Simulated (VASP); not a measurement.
# Ru (Fm-3m) in VASP: settings compared

Ru is run at these levels: PBE, r2SCAN; tasks: single point.

Everything below comes from runs of VASP 6.6.1. Logs are shortened: lines on timing, memory, paths and dates and some standing lists are left out, and cuts for length are marked.

### 1 The cell of the first run

It takes space group Fm-3m (No. 225, cubic). The conventional cell has a = 3.780 Å, b = 3.780 Å, c = 3.780 Å, α = 90.00°, β = 90.00°, γ = 90.00°. Ru (site symmetry m-3m) has 12 Ru at 2.67 Å within 3.5 Å.

### 2 Single point, PBE

The input, INCAR:

```
PREC     = Accurate       # precision mode
ENCUT    = 520            # plane-wave cutoff, eV
EDIFF    = 1E-7           # SCF threshold, eV
ISMEAR   = 0              # smearing method
SIGMA    = 0.05           # smearing width, eV
LREAL    = False          # projectors in reciprocal space
LASPH    = True           # aspherical terms in the spheres
NELM     = 80             # most SCF steps
ALGO     = Normal         # electronic algorithm
ISIF     = 2              # what is computed and relaxed
LWAVE    = False          # write WAVECAR
LCHARG   = False          # write CHGCAR
GGA      = PE             # functional
NBANDS   = 13             # bands
```

The input, KPOINTS:

```
Automatic mesh
0
Gamma
  8 8 8
```

The input, POSCAR:

```
Ru
1.0
    0.0000000000      1.8899002402      1.8899002402
    1.8899002402      0.0000000000      1.8899002402
    1.8899002402      1.8899002402      0.0000000000
Ru
1
Direct
    0.0000000000      0.0000000000      0.0000000000
```

Potentials or basis: VASP PAW PBE potentials, release 64 (Ru_pv).

Run with:

```console
$ cat potpaw_PBE.64/Ru_pv/POTCAR > POTCAR
$ mpirun -np 1 vasp_std > vasp.out
```

OUTCAR:

```text
PREC = Accurate
   ENCUT = 520
   EDIFF = 1E-7
   ISMEAR = 0
   LREAL = False
   LASPH = True
   NELM = 80
   ISIF = 2
   GGA = PE

 ion  position               nearest neighbor table
   1  0.000  0.000  0.000-

  LATTYP: Found a face centered cubic cell.
 ALAT       =     3.7798004804

  Lattice vectors:

 A1 = (   0.0000000000,   1.8899002402,   1.8899002402)
 A2 = (   1.8899002402,   0.0000000000,   1.8899002402)
 A3 = (   1.8899002402,   1.8899002402,   0.0000000000)

Analysis of symmetry for initial positions (statically):
=====================================================================
 Subroutine PRICEL returns:
 Original cell was already a primitive cell.

 Routine SETGRP: Setting up the symmetry group for a
 face centered cubic supercell.

 Subroutine GETGRP returns: Found 48 space group operations
 (whereof 48 operations were pure point group operations)
 out of a pool of 48 trial point group operations.

The static configuration has the point symmetry O_h .

Analysis of symmetry for dynamics (positions and initial velocities):
=====================================================================
 Subroutine PRICEL returns:
 Original cell was already a primitive cell.

 Routine SETGRP: Setting up the symmetry group for a
 face centered cubic supercell.

 Subroutine GETGRP returns: Found 48 space group operations
 (whereof 48 operations were pure point group operations)
 out of a pool of 48 trial point group operations.

The dynamic configuration has the point symmetry O_h .

 Subroutine INISYM returns: Found 48 space group operations
 (whereof 48 operations are pure point group operations),
 and found     1 'primitive' translations

----------------------------------------------------------------------------------------

                                     Primitive cell

  volume of cell :      13.5004

  direct lattice vectors                    reciprocal lattice vectors
     0.000000000  1.889900240  1.889900240    -0.264564229  0.264564229  0.264564229
     1.889900240  0.000000000  1.889900240     0.264564229 -0.264564229  0.264564229
     1.889900240  1.889900240  0.000000000     0.264564229  0.264564229 -0.264564229

  length of vectors
     2.672722551  2.672722551  2.672722551     0.458238687  0.458238687  0.458238687

  position of ions in fractional coordinates (direct lattice)
     0.000000000  0.000000000  0.000000000

  ion indices of the primitive-cell ions
   primitive index   ion index
                 1           1

----------------------------------------------------------------------------------------

 KPOINTS: Automatic mesh

Automatic generation of k-mesh.
 Grid dimensions read from file:
 generate k-points for:    8    8    8

 Generating k-lattice:

  Cartesian coordinates                     Fractional coordinates (reciprocal lattice)
    -0.033070529  0.033070529  0.033070529     0.125000000  0.000000000  0.000000000
     0.033070529 -0.033070529  0.033070529     0.000000000  0.125000000  0.000000000
     0.033070529  0.033070529 -0.033070529     0.000000000  0.000000000  0.125000000

  Length of vectors
     0.057279836  0.057279836  0.057279836

  Shift w.r.t. Gamma in fractional coordinates (k-lattice)
     0.000000000  0.000000000  0.000000000

 Subroutine IBZKPT returns following result:
 ===========================================

 Found     29 irreducible k-points:

 Following reciprocal coordinates:
            Coordinates               Weight
  0.000000  0.000000  0.000000      1.000000
  0.125000  0.000000  0.000000      8.000000
  0.250000  0.000000  0.000000      8.000000
  0.375000  0.000000  0.000000      8.000000
  0.500000  0.000000  0.000000      4.000000
  0.125000  0.125000  0.000000      6.000000
[... 16 lines left out ...]
  0.500000  0.250000  0.125000     48.000000
 -0.375000  0.250000  0.125000     24.000000
 [... further k-points ...]
   k-points           NKPTS =     29   k-points in BZ     NKDIM =     29   number of bands    NBANDS=     13
   number of dos      NEDOS =    301   number of ions     NIONS =      1
   total plane-waves  NPLWV =   8000
   dimension x,y,z NGX =    20 NGY =   20 NGZ =   20
   dimension x,y,z NGXF=    40 NGYF=   40 NGZF=   40
   ions per type =               1
   NGX,Y,Z   is equivalent  to a cutoff of  12.44, 12.44, 12.44 a.u.
   NGXF,Y,Z  is equivalent  to a cutoff of  24.88, 24.88, 24.88 a.u.
 SYSTEM =  unknown system
   PREC   = accura    normal or accurate (medium, high low for compatibility)
   ISTART =      0    job   : 0-new  1-cont  2-samecut
   ICHARG =      2    charge: 1-file 2-atom 10-const
   ISPIN  =      1    spin polarized calculation?
   LNONCOLLINEAR =      F non collinear calculations
   LSORBIT =      F    spin-orbit coupling
   LASPH  =      T    aspherical Exc in radial PAW
   ENCUT  =  520.0 eV  38.22 Ry    6.18 a.u.   4.97  4.97  4.97*2*pi/ulx,y,z
   NELM   =     80;   NELMIN=  2; NELMDL= -5     # of ELM steps
   EDIFF  = 0.1E-06   stopping-criterion for ELM
   LREAL  =      F    real-space projection
   EDIFFG = 0.1E-05   stopping-criterion for IOM
   NSW    =      0    number of steps for IOM
   IBRION =     -1    ionic relax: 0-MD 1-quasi-New 2-CG
   NFREE  =      0    steps in history (QN), initial steepest desc. (CG)
   ISIF   =      2    stress and relaxation
   ISYM   =      2    0-nonsym 1-usesym 2-fastsym
   POTIM  = 0.5000    time-step for ionic-motion
   TEBEG  =    0.0;   TEEND  =   0.0 temperature during run
   PSTRESS=    0.0 pullay stress
   NELECT =      14.0000    total number of electrons
   NUPDOWN=      -1.0000    fix difference up-down
   EMIN   =  10.00;   EMAX   =-10.00  energy-range for DOS
   EFERMI =   0.00;   METHOD = LEGACY
   ISMEAR =     0;   SIGMA  =   0.05  broadening in eV -4-tet -1-fermi 0-gaus
   EFERMI_NEDOS =   21; number of points for ismear=-14 and -15
   IALGO  =     38    algorithm
   IMIX   =      4    mixing-type and parameters
     AMIX     =   0.40;   BMIX     =  1.00
     AMIX_MAG =   1.60;   BMIX_MAG =  1.00
  volume/ion in A,a.u.               =      13.50        91.11
  Fermi-wavevector in a.u.,A,eV,Ry     =   1.657049  3.131368 37.359023  2.745811
  Thomas-Fermi vector in A             =   2.744869
   LORBIT       =      0    0 simple, 1 ext, 2 COOP (PROOUT), +10 PAW based schemes
   GGA     = PE    functional components
   LHFCALC =     F    Hartree Fock is set to
   AEXX    =    0.0000 exact exchange contribution
   IVDW    =     0    specifies the selected vdW correction
   LEPSILON=     F    determine dielectric tensor
   LRPA    =     F    only Hartree local field effects (RPA)
 non-spin polarized calculation
 Gauss-broadening in eV      SIGMA  =   0.05
  energy-cutoff  :      520.00
  volume of cell :       13.50
 maximum number of plane-waves:       380
   NGX =  9   NGY =  9   NGZ =  9

 number of electron      14.0000006 magnetization

 Free energy of the ion-electron system (eV)
  ---------------------------------------------------
  ext. energy  EPLUGINS =         0.00000000
  ---------------------------------------------------
  free energy    TOTEN  =        -9.15275870 eV

  energy without entropy =       -9.15126315  energy(sigma->0) =       -9.15201092

 E-fermi :  12.7028     XC(G=0): -14.1511

 val. band max:       12.6630931108   @ k =  -0.3750   0.3750   0.1250
 cond. band min:      12.7377564976   @ k =   0.0000   0.0000   0.0000
 fundamental gap:      0.0746633867
 Fermi energy:        12.7027859318

 k-point     1 :       0.0000    0.0000    0.0000
  band No.  band energies     occupation
      1     -29.5555      2.00000
      2     -29.5555      2.00000
      3     -29.5555      2.00000
      4       4.9196      2.00000
      5      10.2649      2.00000
      6      10.2649      2.00000
      7      10.2649      2.00000
      8      12.7378      0.32261
      9      12.7378      0.32261
     10      23.4207      0.00000
     11      27.9131      0.00000
     12      33.6864      0.00000
     13      33.6864      0.00000

 k-point     2 :       0.1250    0.0000    0.0000
  band No.  band energies     occupation
      1     -29.7222      2.00000
      2     -29.5772      2.00000
      3     -29.5772      2.00000
      4       5.5601      2.00000
      5       9.9679      2.00000
      6      10.5123      2.00000
      7      10.5123      2.00000
      8      12.6026      1.99538
      9      12.6026      1.99538
     10      23.4207      0.00000
     11      28.9504      0.00000
     12      31.3047      0.00000
     13      34.7571      0.00000

 k-point     3 :       0.2500    0.0000    0.0000
  band No.  band energies     occupation
      1     -30.1139      2.00000
      2     -29.6291      2.00000
      3     -29.6291      2.00000
      4       6.7734      2.00000
      5      10.0262      2.00000
      6      10.6682      2.00000
      7      10.6682      2.00000
      8      12.9019      0.00000
      9      12.9019      0.00000
     10      23.4205      0.00000
     11      28.0700      0.00000
     12      30.3041      0.00000
     13      37.5071      0.00000

 k-point     4 :       0.3750    0.0000    0.0000
  band No.  band energies     occupation
      1     -30.4916      2.00000
      2     -29.6806      2.00000
      3     -29.6806      2.00000
      4       6.8974      2.00000
      5      10.3244      2.00000
      6      10.3244      2.00000
      7      12.1414      2.00000
      8      14.0069      0.00000
      9      14.0069      0.00000
     10      23.4195      0.00000
     11      25.0485      0.00000
     12      28.5197      0.00000
     13      35.6962      0.00000

 k-point     5 :       0.5000    0.0000    0.0000
  band No.  band energies     occupation
      1     -30.6443      2.00000
      2     -29.7018      2.00000
      3     -29.7018      2.00000
      4       6.7493      2.00000
      5      10.1366      2.00000
      6      10.1366      2.00000
      7      13.8928      0.00000
      8      14.6291      0.00000
      9      14.6291      0.00000
     10      23.0335      0.00000
     11      23.4290      0.00000
     12      27.5174      0.00000
     13      34.1019      0.00000
[... 257 lines left out ...]
 k-point    22 :       0.3750    0.2500    0.1250
  band No.  band energies     occupation
      1     -30.2064      2.00000
      2     -29.8317      2.00000
      3     -29.6969      2.00000
      4       7.9489      2.00000
      5       8.6847      2.00000
      6      10.2004      2.00000
      7      12.1524      2.00000
      8      12.3188      2.00000
      9      14.7702      0.00000
     10      23.4205      0.00000
     11      28.8202      0.00000
     12      30.8200      0.00000
     13      32.8004      0.00000

 k-point    23 :       0.5000    0.2500    0.1250
  band No.  band energies     occupation
      1     -30.4093      2.00000
      2     -29.9521      2.00000
      3     -29.7595      2.00000
      4       8.0872      2.00000
      5       9.1900      2.00000
      6       9.8674      2.00000
      7      11.8048      2.00000
      8      13.7324      0.00000
      9      17.1651      0.00000
     10      23.4198      0.00000
     11      25.5118      0.00000
     12      29.4337      0.00000
     13      30.8867      0.00000

 k-point    24 :      -0.3750    0.2500    0.1250
  band No.  band energies     occupation
      1     -30.4960      2.00000
      2     -29.9897      2.00000
      3     -29.7934      2.00000
      4       8.0190      2.00000
      5       8.9074      2.00000
      6      10.6768      2.00000
      7      11.4692      2.00000
      8      14.3755      0.00000
      9      19.2843      0.00000
     10      22.5611      0.00000
     11      23.4240      0.00000
     12      29.2533      0.00000
     13      30.4818      0.00000

 [... further k-points ...]
[... 5 lines left out ...]
  --------------------------------------------------------------------------------------
  -------------------------------------------------------------------------------------
  Total        0.5747734      0.5747734      0.5747734      0.0000000      0.0000000     -0.0000000
  in kB       68.2119755     68.2119755     68.2119755      0.0000000      0.0000000     -0.0000000
  external PRESSURE =      68.2119755 kB  Pullay stress =       0.0000000 kB

 VOLUME and BASIS-vectors are now :
 -----------------------------------------------------------------------------
  energy-cutoff  :      520.00
  volume of cell :       13.50
      direct lattice vectors                 reciprocal lattice vectors
     0.000000000  1.889900240  1.889900240    -0.264564229  0.264564229  0.264564229
     1.889900240  0.000000000  1.889900240     0.264564229 -0.264564229  0.264564229
     1.889900240  1.889900240  0.000000000     0.264564229  0.264564229 -0.264564229

 POSITION                                       TOTAL-FORCE (eV/Angst)
 -----------------------------------------------------------------------------------
      0.00000      0.00000      0.00000         0.000000     -0.000000      0.000000
 -----------------------------------------------------------------------------------
    total drift:                                0.000000      0.000000      0.000000

  FREE ENERGIE OF THE ION-ELECTRON SYSTEM (eV)
  ---------------------------------------------------
  free  energy   TOTEN  =        -9.1527586995 eV

  energy  without entropy=       -9.1512631486  energy(sigma->0) =       -9.15201092
```

Run time: 8.1 s. Hardware: 1 thread of Intel Xeon 8259CL, shared host; peak memory 0.13 GiB.

Results:

* Free energy: -9.1528 eV
* Pressure: 6.8 GPa
* Band gap on the k mesh: zero (band 7 reaches 15.15 eV, above the bottom of band 8 at 11.98 eV)

### 3 Single point, PBE

This run uses another cell than the first one, of 13.79 Å³/atom, 1.022 times its volume.

The input, INCAR:

```
SYSTEM = Ru
  PREC = Accurate
  ENCUT = 520
  EDIFF = 1E-6
  ISMEAR = 0
  SIGMA = 0.05
  LREAL = .FALSE.
  LASPH = .TRUE.
  NELM = 80
  ALGO = Normal
  ISIF = 2
  LWAVE = .FALSE.
  LCHARG = .FALSE.
  GGA = PE
  NBANDS = 13
```

The input, KPOINTS:

```
Automatic mesh
0
G
  8 8 8
  0 0 0
```

The input, POSCAR:

```
Ru
1.0
    0.0000000000      1.9033641158      1.9033641158
    1.9033641158      0.0000000000      1.9033641158
    1.9033641158      1.9033641158      0.0000000000
Ru
1
Direct
    0.0000000000      0.0000000000      0.0000000000
```

Potentials or basis: VASP PAW PBE potentials, release 64 (Ru_pv).

Run with:

```console
$ cat potpaw_PBE.64/Ru_pv/POTCAR > POTCAR
$ mpirun -np 1 vasp_std > vasp.out
```

Wall time 6.3 s (1 thread of Intel Xeon 8259CL, shared host); peak memory 0.12 GiB.

It converged, with:

```yaml
Free_energy: -9.1589 eV
Pressure: -0.1 GPa
Band_gap_on_the_k_mesh: zero (band 7 reaches 14.69 eV, above the bottom of band 8 at 11.63 eV)
```

Levels at points of the mesh, in eV from the Fermi level:
```tsv
k point	band 3	band 4	band 5	band 6	band 7	band 8	band 9	band 10	band 11	band 12
(0.00, 0.00, 0.00)	-42.26	-7.67	-2.37	-2.37	-2.37	0.03	0.03	10.73	15.22	20.87
(0.50, 0.00, 0.00)	-42.40	-5.80	-2.49	-2.49	1.16	1.86	1.86	10.05	10.74	14.81
(0.50, 0.50, 0.00)	-42.63	-6.10	-5.63	1.81	2.36	2.36	3.77	10.73	13.52	13.52
```

### 4 Single point, r2SCAN

This run uses another cell than the first one, of 13.28 Å³/atom, 0.983 times its volume.

The input, POSCAR:

```
Ru
1.0
    0.0000000000      1.8793330470      1.8793330470
    1.8793330470      0.0000000000      1.8793330470
    1.8793330470      1.8793330470      0.0000000000
Ru
1
Direct
    0.0000000000      0.0000000000      0.0000000000
```

The input, INCAR.step1:

```
PREC     = Accurate       # precision mode
ENCUT    = 520            # plane-wave cutoff, eV
ISMEAR   = 0              # smearing method
SIGMA    = 0.05           # smearing width, eV
LREAL    = False          # projectors in reciprocal space
LASPH    = True           # aspherical terms in the spheres
NELM     = 80             # most SCF steps
NBANDS   = 13             # bands
GGA      = PE             # functional
ALGO     = Normal         # electronic algorithm
EDIFF    = 1E-4           # SCF threshold, eV
LWAVE    = True           # write WAVECAR
LCHARG   = False          # write CHGCAR
```

The input, INCAR.step2:

```
PREC     = Accurate       # precision mode
ENCUT    = 520            # plane-wave cutoff, eV
EDIFF    = 1E-7           # SCF threshold, eV
ISMEAR   = 0              # smearing method
SIGMA    = 0.05           # smearing width, eV
LREAL    = False          # projectors in reciprocal space
LASPH    = True           # aspherical terms in the spheres
NELM     = 80             # most SCF steps
ALGO     = Normal         # electronic algorithm
ISIF     = 2              # what is computed and relaxed
LWAVE    = False          # write WAVECAR
LCHARG   = False          # write CHGCAR
METAGGA  = R2SCAN         # meta-GGA
LMIXTAU  = True         
NBANDS   = 13             # bands
ISTART   = 1
```

The input, KPOINTS:

```
Automatic mesh
0
Gamma
  18 18 18
```

Run with:

```console
$ cat potpaw_PBE.64/Ru_pv/POTCAR > POTCAR
$ cp INCAR.step1 INCAR
$ mpirun -np 1 vasp_std > vasp.out
$ cp INCAR.step2 INCAR
$ mpirun -np 1 vasp_std > vasp.out
```

Run time: 3.2 min. Hardware: 1 thread of Intel Xeon 8259CL, shared host; peak memory 0.15 GiB.

Results (log left out):

```
Free energy            : -25.2992 eV
Pressure               : 8.8 GPa
Band gap on the k mesh : zero (band 7 reaches 15.50 eV, above the bottom of band 8 at 11.77 eV)
```

Levels at points of the mesh, in eV from the Fermi level:
| k point | band 3 | band 4 | band 5 | band 6 | band 7 | band 8 | band 9 | band 10 | band 11 | band 12 |
| --- | --- | --- | --- | --- | --- | --- | --- | --- | --- | --- |
| (0.00, 0.00, 0.00) | -43.71 | -8.33 | -2.71 | -2.71 | -2.71 | -0.08 | -0.08 | 8.61 | 15.76 | 22.00 |
| (0.50, 0.00, 0.00) | -43.87 | -6.47 | -2.86 | -2.86 | 1.16 | 1.94 | 1.94 | 8.61 | 10.97 | 15.40 |
| (0.50, 0.50, 0.00) | -44.15 | -6.84 | -6.34 | 1.89 | 2.51 | 2.51 | 3.98 | 8.61 | 14.38 | 14.38 |

Caveat: the PAW data sets were made with another functional, which shifts forces and pressure a little.

(Continued in part 2 of 2.)
